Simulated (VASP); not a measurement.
# CsBe3Ag in VASP: further runs, part 2 of 2

VASP 6.6.1.

## 4. Relaxation of cell and atoms, PBE

INCAR reads:

```
SYSTEM = CsBe3Ag
ALGO = Normal
EDIFF = 1E-6
EDIFFG = -0.01
ENCUT = 600
GGA = PE
IBRION = 2
ISIF = 3
ISMEAR = 0
LASPH = .True.
LCHARG = .False.
LREAL = .False.
LWAVE = .False.
NELM = 100
NSW = 100
PREC = Accurate
SIGMA = 0.1
```

KPOINTS reads:

```
k-points
0
Gamma
  8 8 8
  0 0 0
```

POSCAR reads:

```
CsBe3Ag
1.0
    4.7191685407      0.0000000000      0.0000000000
    0.0000000000      4.7191685407      0.0000000000
    0.0000000000      0.0000000000      4.7191685407
Cs Be Ag
1 3 1
Direct
    0.5000000000      0.5000000000      0.5000000000
    0.5000000000      0.0000000000      0.0000000000
    0.0000000000      0.0000000000      0.5000000000
    0.0000000000      0.5000000000      0.0000000000
    0.0000000000      0.0000000000      0.0000000000
```

Potentials or basis: VASP PAW PBE potentials, release 64 (Cs_sv, Be, Ag).

On the command line:

```console
$ cat potpaw_PBE.64/Cs_sv/POTCAR potpaw_PBE.64/Be/POTCAR potpaw_PBE.64/Ag/POTCAR > POTCAR
$ mpirun -np 1 vasp_std > vasp.out
```

OUTCAR:

```text
SYSTEM = CsBe3Ag
   EDIFF = 1E-6
   EDIFFG = -0.01
   ENCUT = 600
   GGA = PE
   IBRION = 2
   ISIF = 3
   ISMEAR = 0
   LASPH = .True.
   LREAL = .False.
   NELM = 100
   NSW = 100
   PREC = Accurate

 ion  position               nearest neighbor table
   1  0.500  0.500  0.500-
   2  0.500  0.000  0.000-   5 2.36   5 2.36
   3  0.000  0.000  0.500-   5 2.36   5 2.36
   4  0.000  0.500  0.000-   5 2.36   5 2.36
   5  0.000  0.000  0.000-   2 2.36   3 2.36   4 2.36   3 2.36   4 2.36   2 2.36

  LATTYP: Found a simple cubic cell.
 ALAT       =     4.7191685407

  Lattice vectors:

 A1 = (   4.7191685407,   0.0000000000,   0.0000000000)
 A2 = (   0.0000000000,   4.7191685407,   0.0000000000)
 A3 = (   0.0000000000,   0.0000000000,   4.7191685407)

Analysis of symmetry for initial positions (statically):
=====================================================================
 Subroutine PRICEL returns:
 Original cell was already a primitive cell.

 Routine SETGRP: Setting up the symmetry group for a
 simple cubic supercell.

 Subroutine GETGRP returns: Found 48 space group operations
 (whereof 48 operations were pure point group operations)
 out of a pool of 48 trial point group operations.

The static configuration has the point symmetry O_h .

Analysis of symmetry for dynamics (positions and initial velocities):
=====================================================================
 Subroutine PRICEL returns:
 Original cell was already a primitive cell.

 Routine SETGRP: Setting up the symmetry group for a
 simple cubic supercell.

 Subroutine GETGRP returns: Found 48 space group operations
 (whereof 48 operations were pure point group operations)
 out of a pool of 48 trial point group operations.

The dynamic configuration has the point symmetry O_h .

 Subroutine INISYM returns: Found 48 space group operations
 (whereof 48 operations are pure point group operations),
 and found     1 'primitive' translations

----------------------------------------------------------------------------------------

                                     Primitive cell

  volume of cell :     105.0985

  direct lattice vectors                    reciprocal lattice vectors
     4.719168541  0.000000000  0.000000000     0.211901735  0.000000000  0.000000000
     0.000000000  4.719168541  0.000000000     0.000000000  0.211901735  0.000000000
     0.000000000  0.000000000  4.719168541     0.000000000  0.000000000  0.211901735

  length of vectors
     4.719168541  4.719168541  4.719168541     0.211901735  0.211901735  0.211901735

  position of ions in fractional coordinates (direct lattice)
     0.500000000  0.500000000  0.500000000
     0.500000000  0.000000000  0.000000000
     0.000000000  0.000000000  0.500000000
     0.000000000  0.500000000  0.000000000
[... 121 lines left out ...]
--------------------------------------- Ionic step        1  -------------------------------------------

 number of electron      26.0000000 magnetization

 Free energy of the ion-electron system (eV)
  ---------------------------------------------------
  ext. energy  EPLUGINS =         0.00000000
  ---------------------------------------------------
  free energy    TOTEN  =       -10.44009452 eV

  energy without entropy =      -10.43678020  energy(sigma->0) =      -10.43843736

------------------------ aborting loop because EDIFF is reached ----------------------------------------

  FORCE on cell =-STRESS in cart. coord.  units (eV):
  Direction    XX          YY          ZZ          XY          YZ          ZX
  --------------------------------------------------------------------------------------
  -------------------------------------------------------------------------------------
  Total        0.0517407      0.0517407      0.0517407      0.0000000      0.0000000     -0.0000000
  in kB        0.7887623      0.7887623      0.7887623      0.0000000      0.0000000     -0.0000000
  external PRESSURE =       0.7887623 kB  Pullay stress =       0.0000000 kB

 VOLUME and BASIS-vectors are now :
 -----------------------------------------------------------------------------
  energy-cutoff  :      600.00
  volume of cell :      105.10
      direct lattice vectors                 reciprocal lattice vectors
     4.719168541  0.000000000  0.000000000     0.211901735  0.000000000  0.000000000
     0.000000000  4.719168541  0.000000000     0.000000000  0.211901735  0.000000000
     0.000000000  0.000000000  4.719168541     0.000000000  0.000000000  0.211901735

 POSITION                                       TOTAL-FORCE (eV/Angst)
 -----------------------------------------------------------------------------------
      2.35958      2.35958      2.35958         0.000000      0.000000      0.000000
      2.35958      0.00000      0.00000         0.000000      0.000000      0.000000
      0.00000      0.00000      2.35958         0.000000      0.000000      0.000000
      0.00000      2.35958      0.00000         0.000000      0.000000      0.000000
      0.00000      0.00000      0.00000         0.000000      0.000000      0.000000
 -----------------------------------------------------------------------------------
    total drift:                                0.000000      0.000000     -0.000000

  FREE ENERGIE OF THE ION-ELECTRON SYSTEM (eV)
  ---------------------------------------------------
  free  energy   TOTEN  =       -10.4400945194 eV

  energy  without entropy=      -10.4367801998  energy(sigma->0) =      -10.43843736

--------------------------------------- Ionic step        2  -------------------------------------------

 number of electron      25.9999999 magnetization

 Free energy of the ion-electron system (eV)
  ---------------------------------------------------
  ext. energy  EPLUGINS =         0.00000000
  ---------------------------------------------------
  free energy    TOTEN  =       -10.44011687 eV

  energy without entropy =      -10.43680717  energy(sigma->0) =      -10.43846202

 E-fermi :   3.6552     XC(G=0):  -9.1693

 val. band max:        3.5564004274   @ k =   0.5000   0.3750   0.0000
 cond. band min:       3.7033932650   @ k =   0.5000   0.3750   0.1250
 fundamental gap:      0.1469928377
 Fermi energy:         3.6552036230

 k-point     1 :       0.0000    0.0000    0.0000
  band No.  band energies     occupation
      1     -18.2555      2.00000
      2      -5.2027      2.00000
      3      -5.2027      2.00000
      4      -5.2027      2.00000
      5      -2.6367      2.00000
      6      -2.3984      2.00000
[... 457 lines left out ...]
      4      -5.1513      2.00000
      5      -2.3590      2.00000
      6      -2.2525      2.00000
[... 9 lines left out ...]
     16       5.3569      0.00000
     17       7.0904      0.00000

 [... further k-points ...]

------------------------ aborting loop because EDIFF is reached ----------------------------------------

  FORCE on cell =-STRESS in cart. coord.  units (eV):
  Direction    XX          YY          ZZ          XY          YZ          ZX
  --------------------------------------------------------------------------------------
  -------------------------------------------------------------------------------------
  Total       -0.0136521     -0.0136521     -0.0136521      0.0000000      0.0000000     -0.0000000
  in kB       -0.2078080     -0.2078080     -0.2078080      0.0000000      0.0000000     -0.0000000
  external PRESSURE =      -0.2078080 kB  Pullay stress =       0.0000000 kB

 VOLUME and BASIS-vectors are now :
 -----------------------------------------------------------------------------
  energy-cutoff  :      600.00
  volume of cell :      105.26
      direct lattice vectors                 reciprocal lattice vectors
     4.721524451  0.000000000 -0.000000000     0.211796002 -0.000000000 -0.000000000
     0.000000000  4.721524451 -0.000000000    -0.000000000  0.211796002 -0.000000000
     0.000000000  0.000000000  4.721524451     0.000000000  0.000000000  0.211796002

 POSITION                                       TOTAL-FORCE (eV/Angst)
 -----------------------------------------------------------------------------------
      2.36076      2.36076      2.36076         0.000000      0.000000      0.000000
      2.36076      0.00000     -0.00000        -0.000000     -0.000000      0.000000
      0.00000      0.00000      2.36076        -0.000000     -0.000000      0.000000
      0.00000      2.36076     -0.00000        -0.000000     -0.000000      0.000000
      0.00000      0.00000      0.00000        -0.000000     -0.000000      0.000000
 -----------------------------------------------------------------------------------
    total drift:                               -0.000000      0.000000     -0.000000

  FREE ENERGIE OF THE ION-ELECTRON SYSTEM (eV)
  ---------------------------------------------------
  free  energy   TOTEN  =       -10.4401168651 eV

  energy  without entropy=      -10.4368071667  energy(sigma->0) =      -10.43846202

 reached required accuracy - stopping structural energy minimisation
```

OSZICAR:

```text
N       E                     dE             d eps       ncg     rms          rms(c)
DAV:   1     0.140862986012E+03    0.14086E+03   -0.12013E+04  1190   0.145E+03
DAV:   2     0.414035196722E+00   -0.14045E+03   -0.13728E+03  1383   0.250E+02
DAV:   3    -0.118794634596E+02   -0.12293E+02   -0.11865E+02  1605   0.795E+01
[... 12 lines left out ...]
DAV:   1    -0.104407361376E+02   -0.64159E-03   -0.90943E-03  1245   0.787E-01    0.172E-01
DAV:   2    -0.104402059513E+02    0.53019E-03   -0.39155E-03  1254   0.486E-01    0.699E-02
DAV:   3    -0.104401345192E+02    0.71432E-04   -0.24902E-04  1253   0.130E-01    0.241E-02
DAV:   4    -0.104401175866E+02    0.16933E-04   -0.80199E-05  1322   0.432E-02    0.533E-03
DAV:   5    -0.104401168651E+02    0.72154E-06   -0.75115E-06  1270   0.190E-02
   2 F= -.10440117E+02 E0= -.10438462E+02  d E =-.223456E-04
```

CONTCAR:

```text
CsBe3Ag
   1.00000000000000
     4.7215244506565881    0.0000000000000000   -0.0000000000000000
     0.0000000000000000    4.7215244506565881   -0.0000000000000000
     0.0000000000000000    0.0000000000000000    4.7215244506565881
  Cs              Be              Ag
     1     3     1
Direct
     0.5000000000000000    0.5000000000000000    0.5000000000000000
     0.5000000000000000    0.0000000000000000    0.0000000000000000
     0.0000000000000000    0.0000000000000000    0.5000000000000000
     0.0000000000000000    0.5000000000000000    0.0000000000000000
     0.0000000000000000    0.0000000000000000    0.0000000000000000

  0.00000000E+00  0.00000000E+00  0.00000000E+00
  0.00000000E+00  0.00000000E+00  0.00000000E+00
  0.00000000E+00  0.00000000E+00  0.00000000E+00
  0.00000000E+00  0.00000000E+00  0.00000000E+00
  0.00000000E+00  0.00000000E+00  0.00000000E+00
```

It took 41 s on 1 thread of Intel Xeon 6975P-C (Granite Rapids), shared host; peak memory 0.3 GiB.

What came out:

```
Free energy                           : -10.4401 eV
Relaxed volume                        : 21.05 Å³/atom
Relaxed cell                          : a = 4.722 Å, b = 4.722 Å, c = 4.722 Å, α = 90.00°, β = 90.00°, γ = 90.00°
Space group after relaxing (to 0.1 Å) : Pm-3m (No. 221)
Energy gained by relaxing             : 0.0 meV/atom
Ionic steps                           : 2
Pressure after relaxing               : 0.0 GPa
Band gap on the k mesh                : zero (bands 13 and 14 overlap by 0.25 eV)
```

Final structure:
```xyz
5
Lattice="4.7215 0.0000 0.0000 0.0000 4.7215 0.0000 0.0000 0.0000 4.7215" Properties=species:S:1:pos:R:3 pbc="T T T"
Cs    2.3608    2.3608    2.3608
Be    2.3608    0.0000    0.0000
Be    0.0000    0.0000    2.3608
Be    0.0000    2.3608    0.0000
Ag    0.0000    0.0000    0.0000
```

Caveat: spin-orbit coupling is left out, which moves the levels of the heavy elements.

## 5. Single point, PBE

This run uses another cell than the first one: it holds 10 atoms, not 5.

INCAR reads:

```
PREC = Accurate
ENCUT = 520
EDIFF = 1E-6
ISMEAR = 0
SIGMA = 0.2
LREAL = False
LASPH = True
NELM = 60
ALGO = Fast
ISIF = 2
LWAVE = False
LCHARG = False
GGA = PE
NBANDS = 37
```

KPOINTS reads:

```
regular mesh
0
Gamma
  6 6 4
```

POSCAR reads:

```
CsBe3Ag
1.0
   -0.0008095626      4.7198255231      0.0008404366
   -0.0008091906      0.0008683704      4.7177231688
    9.4426700732     -0.0015796138     -0.0014243517
Cs Be Ag
2 6 2
Direct
    0.4992542893      0.4990916360      0.2502382817
    0.4994066677      0.4990801240      0.7502644068
   -0.0006351543     -0.0008245915      0.2496328592
   -0.0004562150     -0.0006381656      0.7495785106
   -0.0004324153      0.5041213790      0.0001618908
   -0.0003589679      0.4987104984      0.5002447655
    0.5009525858     -0.0001521010      0.0002970389
    0.5010234412     -0.0011112616      0.5000817973
    0.0005928559      0.0029533312     -0.0002459845
    0.0006529125     -0.0012308489      0.4997464337
```

On the command line:

```console
$ cat potpaw_PBE.64/Cs_sv/POTCAR potpaw_PBE.64/Be/POTCAR potpaw_PBE.64/Ag/POTCAR > POTCAR
$ mpirun -np 1 vasp_std > vasp.out
```

It took 4.3 min on 1 thread of Intel Xeon 6975P-C (Granite Rapids), shared host; peak memory 0.64 GiB.

It converged, with:

```
Free energy            : -20.8840 eV
Pressure               : 0.1 GPa
Largest force          : 0.006 eV/Å
Band gap on the k mesh : zero (bands 26 and 27 overlap by 0.24 eV)
```

Forces on the atoms (eV/Å):
```
Cs   0.000  0.002  0.001
Cs  -0.001  0.001  0.002
Be   0.000  0.002  0.003
Be   0.003  0.001  0.000
Be   0.000  0.000 -0.006
Be  -0.001  0.000  0.000
Be  -0.002 -0.001  0.000
Be   0.001 -0.001  0.001
Ag   0.001 -0.001 -0.002
Ag   0.001 -0.001  0.001
```

Levels at points of the mesh, in eV from the Fermi level:
| k point | band 23 | band 24 | band 25 | band 26 | band 27 | band 28 | band 29 | band 30 |
| --- | --- | --- | --- | --- | --- | --- | --- | --- |
| (0.00, 0.00, 0.00) | -0.75 | -0.44 | -0.44 | -0.44 | 0.15 | 0.15 | 0.49 | 1.75 |
| (0.50, 0.00, 0.00) | -2.13 | -0.75 | -0.75 | -0.46 | 0.49 | 0.66 | 1.58 | 1.58 |
| (0.00, 0.50, 0.00) | -2.13 | -0.75 | -0.75 | -0.46 | 0.49 | 0.65 | 1.58 | 1.58 |
| (0.50, 0.50, 0.00) | -2.89 | -2.14 | -2.14 | -0.47 | 0.66 | 1.46 | 1.46 | 1.46 |
| (0.00, 0.00, 0.50) | -0.57 | -0.57 | -0.57 | -0.56 | 0.28 | 0.28 | 1.72 | 1.72 |
| (0.50, 0.00, 0.50) | -1.60 | -1.60 | -0.26 | -0.26 | 0.39 | 0.40 | 2.12 | 2.13 |
| (0.00, 0.50, 0.50) | -1.60 | -1.60 | -0.27 | -0.26 | 0.39 | 0.39 | 2.13 | 2.13 |
| (0.50, 0.50, 0.50) | -2.53 | -2.53 | -1.36 | -1.36 | 0.36 | 0.36 | 1.44 | 1.44 |

Caveat: spin-orbit coupling is left out, which moves the levels of the heavy elements.

## 6. Summary

| task | cell | k mesh | cutoff (eV) | smearing | gap on the mesh (eV) | pressure (GPa) |
| --- | --- | --- | --- | --- | --- | --- |
| single point | a = 4.719 Å, 5 atoms, atomic positions A | 8 × 8 × 8 | 520 | gaussian 0.1 eV | none | 0.1 |
| single point | a = 4.719, b = 4.719, c = 9.438 Å, 10 atoms, atomic positions B | 6 × 6 × 4 | 520 | gaussian 0.2 eV | none | 0.1 |
| relaxation of cell and atoms | relaxed from a = 4.719 Å, 5 atoms, atomic positions A | 8 × 8 × 8 | 600 | gaussian 0.1 eV | none | 0.0 |
| single point | a = 4.720, b = 4.718, c = 9.443 Å, 10 atoms, atomic positions C | 6 × 6 × 4 | 520 | gaussian 0.2 eV | none | 0.1 |

Alike in all rows: level PBE; potentials or basis VASP PAW PBE potentials, release 64 (Cs_sv, Be, Ag); no spin polarisation.

Caveats: spin-orbit coupling is left out, which moves the levels of the heavy elements.

Absolute energies hang on the potentials; compare differences alone.
